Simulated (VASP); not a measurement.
Crystal: Ir.

```
CELL_PARAMETERS angstrom
0.00000 1.88449 1.88449
1.88449 0.00000 1.88449
1.88449 1.88449 0.00000
ATOMIC_POSITIONS crystal
Ir 0.00000 0.00000 0.00000
```

| Item | Value |
| --- | --- |
| Program | VASP 6.6.1 |
| Task | relaxation of cell and atoms |
| Functional | r2SCAN |
| Potentials or basis | VASP PAW PBE potentials, release 64 (Ir) |
| Cutoff | 600 eV |
| k mesh | 10 × 10 × 10 |
| Occupations | gaussian, width 0.1 eV |
| Spin | no spin polarisation |

At the start: pressure 29.6 GPa; volume 13.38 Å³/atom.

Where does the relaxation end?

Over 4 steps the energy falls by 78.7 meV/atom and the volume is 14.31 Å³/atom (+6.9 %); space group Fm-3m (No. 225, to 0.05 Å).

The path:
| step | energy change (eV) | largest force (eV/Å) | pressure (GPa) | volume (Å³) |
| --- | --- | --- | --- | --- |
| 1 | 0.0000 | 0.0000 | 29.61 | 13.38 |
| 2 | 0.8607 | 0.0000 | -50.25 | 18.77 |
| 3 | -0.0773 | 0.0000 | -3.35 | 14.43 |
| 4 | -0.0787 | 0.0000 | -0.36 | 14.31 |

Final structure:
```
CELL_PARAMETERS angstrom
0.00000 1.92701 1.92701
1.92701 0.00000 1.92701
1.92701 1.92701 0.00000
ATOMIC_POSITIONS crystal
Ir 0.00000 0.00000 0.00000
```

Caveat: the PAW data sets were made with another functional, which shifts forces and pressure a little.
